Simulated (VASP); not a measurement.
# HfBe5 (P6/mmm) in VASP: a series of runs, part 2 of 2

VASP 6.6.1.

## (4) Single point, LDA

INCAR reads:

```
SYSTEM = HfBe5
  PREC = Accurate
  ENCUT = 520
  EDIFF = 1E-6
  ISMEAR = -1
  SIGMA = 0.1
  LREAL = .FALSE.
  LASPH = .TRUE.
  NELM = 60
  ALGO = Normal
  ISIF = 2
  LWAVE = .FALSE.
  LCHARG = .FALSE.
  NBANDS = 19
```

KPOINTS reads:

```
regular mesh
0
G
  3 3 4
  0 0 0
```

POSCAR reads:

```
HfBe5
1.0
    4.5194020000      0.0000000000      0.0000000000
   -2.2597010000      3.9139170000      0.0000000000
    0.0000000000      0.0000000000      3.4396900000
Hf Be
1 5
Direct
    0.0000000000      0.0000000000      0.0000000000
    0.3333333333      0.6666666667      0.0000000000
    0.6666666667      0.3333333333      0.0000000000
    0.5000000000      0.0000000000      0.5000000000
    0.5000000000      0.5000000000      0.5000000000
    0.0000000000      0.5000000000      0.5000000000
```

Potentials or basis: VASP PAW LDA potentials, release 64 (Hf_pv, Be).

Run with:

```
$ cat potpaw_LDA.64/Hf_pv/POTCAR potpaw_LDA.64/Be/POTCAR > POTCAR
$ mpirun -np 1 vasp_std > vasp.out
```

OUTCAR:

```text
SYSTEM = HfBe5
   PREC = Accurate
   ENCUT = 520
   EDIFF = 1E-6
   ISMEAR = -1
   LREAL = .FALSE.
   LASPH = .TRUE.
   NELM = 60
   ISIF = 2

 ion  position               nearest neighbor table
   1  0.000  0.000  0.000-   2 2.61   3 2.61   3 2.61   2 2.61   3 2.61   2 2.61   4 2.84   4 2.84
                             4 2.84   4 2.84   6 2.84   6 2.84   6 2.84   5 2.84   5 2.84   6 2.84
   2  0.333  0.667  0.000-   6 2.16   6 2.16   5 2.16   5 2.16   4 2.16   4 2.16   1 2.61   1 2.61
                             1 2.61
   3  0.667  0.333  0.000-   6 2.16   6 2.16   5 2.16   5 2.16   4 2.16   4 2.16   1 2.61   1 2.61
                             1 2.61
   4  0.500  0.000  0.500-   2 2.16   3 2.16   2 2.16   3 2.16   5 2.26   6 2.26   5 2.26   6 2.26
                             1 2.84   1 2.84   1 2.84   1 2.84
   5  0.500  0.500  0.500-   2 2.16   3 2.16   2 2.16   3 2.16   6 2.26   6 2.26   4 2.26   4 2.26
                             1 2.84   1 2.84   1 2.84   1 2.84
   6  0.000  0.500  0.500-   2 2.16   3 2.16   2 2.16   3 2.16   5 2.26   5 2.26   4 2.26   4 2.26
                             1 2.84   1 2.84   1 2.84   1 2.84

  LATTYP: Found a hexagonal cell.
 ALAT       =     4.5194020000
 C/A-ratio  =     0.7610940562

  Lattice vectors:

 A1 = (   4.5194020000,   0.0000000000,   0.0000000000)
 A2 = (  -2.2597010000,   3.9139170000,   0.0000000000)
 A3 = (   0.0000000000,   0.0000000000,   3.4396900000)

Analysis of symmetry for initial positions (statically):
=====================================================================
 Subroutine PRICEL returns:
 Original cell was already a primitive cell.

 Routine SETGRP: Setting up the symmetry group for a
 hexagonal supercell.

 Subroutine GETGRP returns: Found 24 space group operations
 (whereof 24 operations were pure point group operations)
 out of a pool of 24 trial point group operations.

The static configuration has the point symmetry D_6h.

Analysis of symmetry for dynamics (positions and initial velocities):
=====================================================================
 Subroutine PRICEL returns:
 Original cell was already a primitive cell.

 Routine SETGRP: Setting up the symmetry group for a
 hexagonal supercell.

 Subroutine GETGRP returns: Found 24 space group operations
 (whereof 24 operations were pure point group operations)
 out of a pool of 24 trial point group operations.

The dynamic configuration has the point symmetry D_6h.

 Subroutine INISYM returns: Found 24 space group operations
 (whereof 24 operations are pure point group operations),
 and found     1 'primitive' translations

----------------------------------------------------------------------------------------

                                     Primitive cell

  volume of cell :      60.8432

  direct lattice vectors                    reciprocal lattice vectors
     4.519402000  0.000000000  0.000000000     0.221268212  0.127749260  0.000000000
    -2.259701000  3.913917000  0.000000000     0.000000000  0.255498520  0.000000000
     0.000000000  0.000000000  3.439690000     0.000000000  0.000000000  0.290723873

  length of vectors
     4.519402000  4.519402050  3.439690000     0.255498523  0.255498520  0.290723873

  position of ions in fractional coordinates (direct lattice)
[... 46 lines left out ...]
  0.333333  0.333333  0.000000      2.000000
  0.000000  0.000000  0.250000      2.000000
  0.333333  0.000000  0.250000     12.000000
  0.333333  0.333333  0.250000      4.000000
  0.000000  0.000000  0.500000      1.000000
  0.333333  0.000000  0.500000      6.000000
  0.333333  0.333333  0.500000      2.000000
   k-points           NKPTS =      9   k-points in BZ     NKDIM =      9   number of bands    NBANDS=     19
   number of dos      NEDOS =    301   number of ions     NIONS =      6
   total plane-waves  NPLWV =  36288
   dimension x,y,z NGX =    36 NGY =   36 NGZ =   28
   dimension x,y,z NGXF=    72 NGYF=   72 NGZF=   56
   ions per type =               1   5
   NGX,Y,Z   is equivalent  to a cutoff of  13.24, 13.24, 13.53 a.u.
   NGXF,Y,Z  is equivalent  to a cutoff of  26.49, 26.49, 27.07 a.u.
 SYSTEM =  HfBe5
   PREC   = accura    normal or accurate (medium, high low for compatibility)
   ISTART =      0    job   : 0-new  1-cont  2-samecut
   ICHARG =      2    charge: 1-file 2-atom 10-const
   ISPIN  =      1    spin polarized calculation?
   LNONCOLLINEAR =      F non collinear calculations
   LSORBIT =      F    spin-orbit coupling
   LASPH  =      T    aspherical Exc in radial PAW
   ENCUT  =  520.0 eV  38.22 Ry    6.18 a.u.   8.40  8.40  6.40*2*pi/ulx,y,z
   NELM   =     60;   NELMIN=  2; NELMDL= -5     # of ELM steps
   EDIFF  = 0.1E-05   stopping-criterion for ELM
   LREAL  =      F    real-space projection
   EDIFFG = 0.1E-04   stopping-criterion for IOM
   NSW    =      0    number of steps for IOM
   IBRION =     -1    ionic relax: 0-MD 1-quasi-New 2-CG
   NFREE  =      0    steps in history (QN), initial steepest desc. (CG)
   ISIF   =      2    stress and relaxation
   ISYM   =      2    0-nonsym 1-usesym 2-fastsym
   POTIM  = 0.5000    time-step for ionic-motion
   TEBEG  =    0.0;   TEEND  =   0.0 temperature during run
   PSTRESS=    0.0 pullay stress
   NELECT =      20.0000    total number of electrons
   NUPDOWN=      -1.0000    fix difference up-down
   EMIN   =  10.00;   EMAX   =-10.00  energy-range for DOS
   EFERMI =   0.00;   METHOD = LEGACY
   ISMEAR =    -1;   SIGMA  =   0.10  broadening in eV -4-tet -1-fermi 0-gaus
   EFERMI_NEDOS =   21; number of points for ismear=-14 and -15
   IALGO  =     38    algorithm
   IMIX   =      4    mixing-type and parameters
     AMIX     =   0.40;   BMIX     =  1.00
     AMIX_MAG =   1.60;   BMIX_MAG =  1.00
  volume/ion in A,a.u.               =      10.14        68.43
  Fermi-wavevector in a.u.,A,eV,Ry     =   1.129833  2.135075 17.368140  1.276522
  Thomas-Fermi vector in A             =   2.266528
   LORBIT       =      0    0 simple, 1 ext, 2 COOP (PROOUT), +10 PAW based schemes
   GGA     = CA    functional components
   LHFCALC =     F    Hartree Fock is set to
   AEXX    =    0.0000 exact exchange contribution
   IVDW    =     0    specifies the selected vdW correction
   LEPSILON=     F    determine dielectric tensor
   LRPA    =     F    only Hartree local field effects (RPA)
 non-spin polarized calculation
  energy-cutoff  :      520.00
  volume of cell :       60.84
 maximum number of plane-waves:      1668
 NGX is ok and might be reduce to    36
   NGX = 17   NGY = 17   NGZ = 13

 number of electron      19.9999999 magnetization

 Free energy of the ion-electron system (eV)
  ---------------------------------------------------
  ext. energy  EPLUGINS =         0.00000000
  ---------------------------------------------------
  free energy    TOTEN  =       -33.04571864 eV

  energy without entropy =      -32.98965635  energy(sigma->0) =      -33.01768749

 E-fermi :   5.3439     XC(G=0): -11.0021

 val. band max:        5.3230310757   @ k =   0.3333   0.3333   0.2500
 cond. band min:       6.0352583528   @ k =   0.3333   0.3333   0.5000
 fundamental gap:      0.7122272771
 Fermi energy:         5.3438533592

 k-point     1 :       0.0000    0.0000    0.0000
  band No.  band energies     occupation
      1     -24.5646      2.00000
      2     -24.5646      2.00000
      3     -24.3392      2.00000
      4      -3.9628      2.00000
      5       1.9644      2.00000
      6       2.0554      2.00000
[... 175 lines left out ...]
      6       1.0294      2.00000
[... 11 lines left out ...]
     18      14.0585      0.00000
     19      14.1713      0.00000

------------------------ aborting loop because EDIFF is reached ----------------------------------------

  FORCE on cell =-STRESS in cart. coord.  units (eV):
  Direction    XX          YY          ZZ          XY          YZ          ZX
  --------------------------------------------------------------------------------------
  -------------------------------------------------------------------------------------
  Total       -2.9438333     -2.9438334     -1.2591579      0.0000000     -0.0000000      0.0000000
  in kB      -77.5196685    -77.5196708    -33.1572800      0.0000000     -0.0000000      0.0000000
  external PRESSURE =     -62.7322064 kB  Pullay stress =       0.0000000 kB

 VOLUME and BASIS-vectors are now :
 -----------------------------------------------------------------------------
  energy-cutoff  :      520.00
  volume of cell :       60.84
      direct lattice vectors                 reciprocal lattice vectors
     4.519402000  0.000000000  0.000000000     0.221268212  0.127749260  0.000000000
    -2.259701000  3.913917000  0.000000000     0.000000000  0.255498520  0.000000000
     0.000000000  0.000000000  3.439690000     0.000000000  0.000000000  0.290723873

 POSITION                                       TOTAL-FORCE (eV/Angst)
 -----------------------------------------------------------------------------------
      0.00000      0.00000      0.00000         0.000000      0.000000     -0.000000
     -0.00000      2.60928      0.00000        -0.000000     -0.000000      0.000000
      2.25970      1.30464      0.00000         0.000000      0.000000     -0.000000
      2.25970      0.00000      1.71985         0.000000      0.000000     -0.000000
      1.12985      1.95696      1.71985         0.000000      0.000000     -0.000000
     -1.12985      1.95696      1.71985         0.000000      0.000000     -0.000000
 -----------------------------------------------------------------------------------
    total drift:                                0.000000     -0.000000     -0.000000

  FREE ENERGIE OF THE ION-ELECTRON SYSTEM (eV)
  ---------------------------------------------------
  free  energy   TOTEN  =       -33.0457186356 eV

  energy  without entropy=      -32.9896563502  energy(sigma->0) =      -33.01768749
```

stdout:

```text
POSCAR found type information on POSCAR HfBe
 POSCAR found :  2 types and       6 ions
 scaLAPACK will be used
 LDA part: xc-table for (Slater(with rela. corr.)+CA(PZ))
 , standard interpolation
 POSCAR, INCAR and KPOINTS ok, starting setup
 FFT: planning ... GRIDC
 FFT: planning ... GRID_SOFT
 FFT: planning ... GRID
 WAVECAR not read
 entering main loop
```

It took 6.7 s on 1 thread of Intel Xeon Platinum 8488C (Sapphire Rapids), shared host; peak memory 0.16 GiB.

Results:

```
Free energy            : -33.0457 eV
Pressure               : -6.3 GPa
Band gap on the k mesh : zero (band 10 reaches 6.04 eV, above the bottom of band 11 at 4.66 eV)
```

Stress tensor (GPa, compression positive):
```
-7.75  0.00  0.00
 0.00 -7.75  0.00
 0.00  0.00 -3.32
```

Caveat: the k points lie up to 0.54 Å⁻¹ apart; spin-orbit coupling is left out, which moves the levels of the heavy elements.

## (5) Summary

| k mesh | gap on the mesh (eV) | pressure (GPa) |
| --- | --- | --- |
| 2 × 2 × 3 | none | -5.7 |
| 3 × 3 × 3 | none | -6.1 |
| 3 × 3 × 4 | none | -6.3 |

Alike in all rows: task single point; level LDA; potentials or basis VASP PAW LDA potentials, release 64 (Hf_pv, Be); no spin polarisation; cell as given; cutoff (eV) 520; smearing fermi-dirac 0.1 eV.

Caveats: all runs use coarse meshes; spin-orbit coupling is left out, which moves the levels of the heavy elements.

Total energies depend on the potentials used, so only differences within one code and one set of settings carry meaning.
